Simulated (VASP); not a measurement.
The system is NaH.

```
Na H
1.0
     0.00000    2.51739    2.51739
     2.51739    0.00000    2.51739
     2.51739    2.51739    0.00000
Na H
1 1
Direct
  0.00000 0.00000 0.00000
  0.50000 0.50000 0.50000
```

This cell differs from its parent crystal: strain +5.0%.

Base run:

- Program: VASP 6.6.1
- Functional: PBE
- Potentials or basis: VASP PAW PBE potentials, release 64 (Na_pv, H)
- Cutoff: 520 eV
- k mesh: 10 × 10 × 10
- Occupations: fermi-dirac, width 0.02 eV
- Spin: no spin polarisation

Its results: band gap on the k mesh 3.58 eV, indirect (least direct gap 4.35 eV); pressure -2.3 GPa.

**Question.** The run is repeated on the same cell with these changes: functional from PBE to r2SCAN; occupations from fermi-dirac, width 0.02 eV to gaussian, width 0.01 eV. What comes out?

**Answer.** Band gap on the k mesh 4.17 eV, indirect (least direct gap 4.93 eV); pressure -2.9 GPa.

Caveats: the PAW data sets were made with another functional, which shifts forces and pressure a little (some runs).

A k mesh can miss the band edges.
